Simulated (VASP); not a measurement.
Input of a VASP 6.6.1 run:

INCAR

```
ALGO = Normal
EDIFF = 1E-6
ENCUT = 520
GGA = PE
ISIF = 2
ISMEAR = 0
LASPH = True
LCHARG = False
LREAL = False
LWAVE = False
NBANDS = 36
NELM = 60
PREC = Accurate
SIGMA = 0.1
```

The input KPOINTS:

```
k-points
0
Gamma
  6 6 4
```

File POSCAR:

```
Ge
1.0
    3.9975858431      0.0000000000      0.0000000000
   -1.9987929216      3.4620108940      0.0000000000
    0.0000000000      0.0000000000      6.5993779500
Ge
4
Direct
    0.6666666700      0.3333333300      0.0629012500
    0.3333333300      0.6666666700      0.5629012500
    0.6666666700      0.3333333300      0.4370987500
    0.3333333300      0.6666666700      0.9370987500
```

Potentials or basis: VASP PAW PBE potentials, release 64 (Ge_d).

Command:

```bash
$ cat potpaw_PBE.64/Ge_d/POTCAR > POTCAR
$ mpirun -np 1 vasp_std > vasp.out
```

(1) Estimate the pressure.

(2) Predict the band gap on the k mesh.

## Answers

(1) 2.9 GPa.

(2) 0.12 eV, direct.
